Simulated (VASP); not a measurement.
# AlAu2 (I4/mmm) in VASP: further runs, part 2 of 2

VASP 6.6.1. The steps go on from the part before.

### 3 Single point, LDA

This run uses another cell than the first one, of 14.33 Å³/atom.

File INCAR:

```
SYSTEM = AlAu2
PREC     = Accurate       ! precision mode
ENCUT    = 520            ! plane-wave cutoff, eV
EDIFF    = 1E-6           ! SCF threshold, eV
ISMEAR   = 0              ! smearing method
SIGMA    = 0.15           ! smearing width, eV
LREAL    = .False.        ! projectors in reciprocal space
LASPH    = .True.         ! aspherical terms in the spheres
NELM     = 60             ! most SCF steps
ALGO     = Fast           ! electronic algorithm
ISIF     = 2              ! what is computed and relaxed
LWAVE    = .False.        ! write WAVECAR
LCHARG   = .False.        ! write CHGCAR
NBANDS   = 20             ! bands
```

File KPOINTS:

```
Automatic mesh
0
Gamma
  16 16 16
  0 0 0
```

File POSCAR:

```
AlAu2
1.0
   -1.6193000000      1.6193000000      4.0978500000
    1.6193000000     -1.6193000000      4.0978500000
    1.6193000000      1.6193000000     -4.0978500000
Al Au
1 2
Direct
    0.0000000000      0.0000000000      0.0000000000
    0.6570428093      0.6570428093      0.0000000000
    0.3429571907      0.3429571907      0.0000000000
```

Potentials or basis: VASP PAW LDA potentials, release 64 (Al, Au).

Started as:

```sh
$ cat potpaw_LDA.64/Al/POTCAR potpaw_LDA.64/Au/POTCAR > POTCAR
$ mpirun -np 1 vasp_std > vasp.out
```

Run time: 10 min. Hardware: 1 thread of Intel Xeon Platinum 8375C at 2.90GHz (Ice Lake), shared host; peak memory 0.39 GiB.

It converged, with:

```yaml
Free_energy: -13.8731 eV
Pressure: 22.4 GPa
Largest_force: 0.681 eV/Å
Band_gap_on_the_k_mesh: zero (an odd number of electrons rules out a gap without spin polarisation)
```

Forces in eV/Å, atoms in the order of the input:
```
Al   0.000  0.000  0.000
Au   0.000  0.000  0.681
Au   0.000  0.000 -0.681
```

Stress tensor (GPa, compression positive):
```
18.90  0.00  0.00
 0.00 18.90  0.00
 0.00  0.00 29.29
```

Levels at points of the mesh, in eV from the Fermi level:
| k point | band 11 | band 12 | band 13 | band 14 | band 15 | band 16 |
| --- | --- | --- | --- | --- | --- | --- |
| (0.00, 0.00, 0.00) | -3.70 | -0.90 | 2.21 | 6.46 | 6.46 | 6.85 |
| (0.50, 0.00, 0.00) | -3.46 | -3.28 | -2.41 | 2.59 | 7.98 | 8.04 |
| (0.50, 0.50, 0.00) | -3.57 | -1.51 | 0.69 | 1.65 | 2.45 | 2.65 |
| (0.50, 0.50, 0.50) | -3.69 | -2.79 | 2.50 | 2.50 | 7.31 | 7.78 |

Caveat: the cell stands under pressure; spin-orbit coupling is left out, which moves the levels of the heavy elements.

### 4 Single point, LDA

This run uses another cell than the first one, of 14.43 Å³/atom.

File INCAR:

```
ALGO = Fast
EDIFF = 1E-6
ENCUT = 520
ISIF = 2
ISMEAR = 0
LASPH = True
LCHARG = False
LREAL = False
LWAVE = False
NBANDS = 20
NELM = 60
PREC = Accurate
SIGMA = 0.15
```

File KPOINTS:

```
k-points
0
Gamma
  16 16 16
```

File POSCAR:

```
AlAu2
1.0
   -1.6027500000      1.6027500000      4.2133000000
    1.6027500000     -1.6027500000      4.2133000000
    1.6027500000      1.6027500000     -4.2133000000
Al Au
1 2
Direct
    0.0000000000      0.0000000000      0.0000000000
    0.6570428093      0.6570428093      0.0000000000
    0.3429571907      0.3429571907      0.0000000000
```

Started as:

```sh
$ cat potpaw_LDA.64/Al/POTCAR potpaw_LDA.64/Au/POTCAR > POTCAR
$ mpirun -np 1 vasp_std > vasp.out
```

It took 9.9 min on 1 thread of Intel Xeon Platinum 8375C at 2.90GHz (Ice Lake), shared host; peak memory 0.4 GiB.

Results (log left out):

```
Free energy            : -13.9582 eV
Pressure               : 19.1 GPa
Largest force          : 0.079 eV/Å
Band gap on the k mesh : zero (an odd number of electrons rules out a gap without spin polarisation)
```

Forces in eV/Å, atoms in the order of the input:
```
Al   0.000  0.000  0.000
Au   0.000  0.000  0.079
Au   0.000  0.000 -0.079
```

Stress tensor (GPa, compression positive):
```
18.14  0.00  0.00
 0.00 18.14  0.00
 0.00  0.00 21.09
```

Levels at points of the mesh, in eV from the Fermi level:
| k point | band 8 | band 9 | band 10 | band 11 | band 12 | band 13 | band 14 | band 15 | band 16 | band 17 |
| --- | --- | --- | --- | --- | --- | --- | --- | --- | --- | --- |
| (0.00, 0.00, 0.00) | -5.47 | -5.42 | -5.42 | -3.76 | -1.35 | 1.41 | 6.48 | 6.48 | 6.94 | 6.94 |
| (0.50, 0.00, 0.00) | -4.69 | -4.39 | -3.58 | -3.48 | -3.27 | -2.57 | 2.25 | 8.07 | 8.15 | 8.46 |
| (0.50, 0.50, 0.00) | -3.93 | -3.80 | -3.56 | -3.51 | -1.33 | 0.56 | 1.66 | 2.35 | 2.74 | 6.30 |
| (0.50, 0.50, 0.50) | -5.14 | -4.05 | -3.76 | -3.76 | -2.94 | 2.78 | 2.78 | 6.92 | 7.15 | 8.35 |

Caveat: the cell stands under pressure; spin-orbit coupling is left out, which moves the levels of the heavy elements.

### 5 Single point, LDA

This run uses another cell than the first one, of 15.34 Å³/atom.

File INCAR:

```
SYSTEM = AlAu2
PREC = Accurate ; ENCUT = 520
EDIFF = 1E-7 ; ISMEAR = 0
SIGMA = 0.15 ; LREAL = .FALSE.
LASPH = .TRUE. ; NELM = 60
ALGO = Fast ; ISIF = 2
LWAVE = .FALSE. ; LCHARG = .FALSE.
GGA = CA ; NBANDS = 20
```

File KPOINTS:

```
regular mesh
0
G
  16 16 16
  0 0 0
```

File POSCAR:

```
AlAu2
1.0
   -1.6523234788      1.6523234788      4.2133000000
    1.6523234788     -1.6523234788      4.2133000000
    1.6523234788      1.6523234788     -4.2133000000
Al Au
1 2
Direct
    0.0000000000      0.0000000000      0.0000000000
    0.6570428093      0.6570428093      0.0000000000
    0.3429571907      0.3429571907      0.0000000000
```

Started as:

```sh
$ cat potpaw_LDA.64/Al/POTCAR potpaw_LDA.64/Au/POTCAR > POTCAR
$ mpirun -np 1 vasp_std > vasp.out
```

It took 3 min on 1 thread of Intel Xeon 6975P-C (Granite Rapids), shared host; peak memory 0.39 GiB.

The run converged. Its results:

```
Free energy            : -14.1431 eV
Pressure               : 6.0 GPa
Largest force          : 0.364 eV/Å
Band gap on the k mesh : zero (an odd number of electrons rules out a gap without spin polarisation)
```

Forces in eV/Å, atoms in the order of the input:
```
Al   0.000  0.000  0.000
Au   0.000  0.000  0.364
Au   0.000  0.000 -0.364
```

Stress tensor (GPa, compression positive):
```
4.41 0.00 0.00
0.00 4.41 0.00
0.00 0.00 9.20
```

Levels at points of the mesh, in eV from the Fermi level:
```tsv
k point	band 8	band 9	band 10	band 11	band 12	band 13	band 14	band 15	band 16	band 17
(0.00, 0.00, 0.00)	-5.27	-5.03	-5.03	-3.58	-0.91	1.79	6.07	6.07	6.71	6.71
(0.50, 0.00, 0.00)	-4.34	-4.18	-3.39	-3.38	-3.17	-2.20	2.18	7.63	7.87	8.34
(0.50, 0.50, 0.00)	-3.82	-3.69	-3.44	-3.27	-1.46	0.78	1.27	2.22	2.34	6.20
(0.50, 0.50, 0.50)	-4.71	-3.88	-3.56	-3.56	-2.77	2.54	2.54	7.29	7.38	7.38
```

Caveat: the cell stands under pressure; spin-orbit coupling is left out, which moves the levels of the heavy elements.

### 6 Single point, LDA

This run uses another cell than the first one, of 15.38 Å³/atom.

File INCAR:

```
SYSTEM = AlAu2
  PREC = Accurate
  ENCUT = 520
  EDIFF = 1E-6
  ISMEAR = 0
  SIGMA = 0.15
  LREAL = .FALSE.
  LASPH = .TRUE.
  NELM = 80
  ALGO = Fast
  ISIF = 2
  LWAVE = .FALSE.
  LCHARG = .FALSE.
  GGA = CA
  NBANDS = 20
```

File KPOINTS:

```
Automatic mesh
0
G
  16 16 16
  0 0 0
```

File POSCAR:

```
AlAu2
1.0
   -1.7019000000      1.7019000000      3.9824500000
    1.7019000000     -1.7019000000      3.9824500000
    1.7019000000      1.7019000000     -3.9824500000
Al Au
1 2
Direct
    0.0000000000      0.0000000000      0.0000000000
    0.6570428093      0.6570428093      0.0000000000
    0.3429571907      0.3429571907      0.0000000000
```

Potentials or basis: VASP PAW LDA potentials, release 64 (Al, Au).

Started as:

```sh
$ cat potpaw_LDA.64/Al/POTCAR potpaw_LDA.64/Au/POTCAR > POTCAR
$ mpirun -np 1 vasp_std > vasp.out
```

Wall time 2.8 min (1 thread of Intel Xeon 6975P-C (Granite Rapids), shared host); peak memory 0.4 GiB.

The run converged. Its results:

* Free energy: -13.9574 eV
* Pressure: 9.7 GPa
* Largest force: 1.900 eV/Å
* Band gap on the k mesh: zero (an odd number of electrons rules out a gap without spin polarisation)

Forces on the atoms (eV/Å):
```
Al   0.000  0.000  0.000
Au   0.000  0.000  1.900
Au   0.000  0.000 -1.900
```

Stress tensor (GPa, compression positive):
```
 3.15  0.00  0.00
 0.00  3.15  0.00
 0.00  0.00 22.73
```

Levels at points of the mesh, in eV from the Fermi level:
```tsv
k point	band 9	band 10	band 11	band 12	band 13	band 14	band 15	band 16	band 17	band 18
(0.00, 0.00, 0.00)	-4.81	-4.81	-3.48	0.10	3.42	5.85	5.85	6.43	6.45	6.45
(0.50, 0.00, 0.00)	-4.17	-3.47	-3.19	-3.14	-1.84	2.77	7.21	7.46	7.90	8.92
(0.50, 0.50, 0.00)	-3.68	-3.51	-3.47	-1.86	1.03	1.07	1.95	2.27	6.60	7.02
(0.50, 0.50, 0.50)	-3.90	-3.46	-3.46	-2.60	1.88	1.88	6.42	7.51	9.10	11.47
```

Caveat: the cell stands under pressure; spin-orbit coupling is left out, which moves the levels of the heavy elements; forces of over 1 eV/Å act on the atoms, so gaps and moduli don't describe the material at rest.

### 7 The runs side by side

```tsv
cell	further INCAR settings	gap on the mesh (eV)	pressure (GPa)	largest force (eV/Å)
a = 4.606 Å, angles 138.4, 138.4, 60.3°, 3 atoms	ALGO = Fast; EDIFF = 1e-06; NBANDS = 20	none	26.8	1.52
a = 4.694 Å, angles 139.6, 139.6, 58.4°, 3 atoms	ALGO = Fast; EDIFF = 1e-06; NBANDS = 20	none	22.4	0.68
a = 4.784 Å, angles 140.9, 140.9, 56.6°, 3 atoms	ALGO = Fast; EDIFF = 1e-06; NBANDS = 20	none	19.1	0.08
a = 4.818 Å, angles 139.9, 139.9, 58.0°, 3 atoms	ALGO = Fast; EDIFF = 1e-07; NBANDS = 20	none	6.0	0.36
a = 4.653 Å, angles 137.1, 137.1, 62.3°, 3 atoms	ALGO = Fast; EDIFF = 1e-06; NBANDS = 20	none	9.7	1.90
```

Alike in all rows: task single point; level LDA; potentials or basis VASP PAW LDA potentials, release 64 (Al, Au); no spin polarisation; k mesh 16 × 16 × 16; cutoff (eV) 520; smearing gaussian 0.15 eV.

Caveats: the cell stands under pressure; spin-orbit coupling is left out, which moves the levels of the heavy elements; forces of over 1 eV/Å act on the atoms, so gaps and moduli don't describe the material at rest (at least some runs).

Total energies depend on the potentials used, so only differences within one code and one set of settings carry meaning.
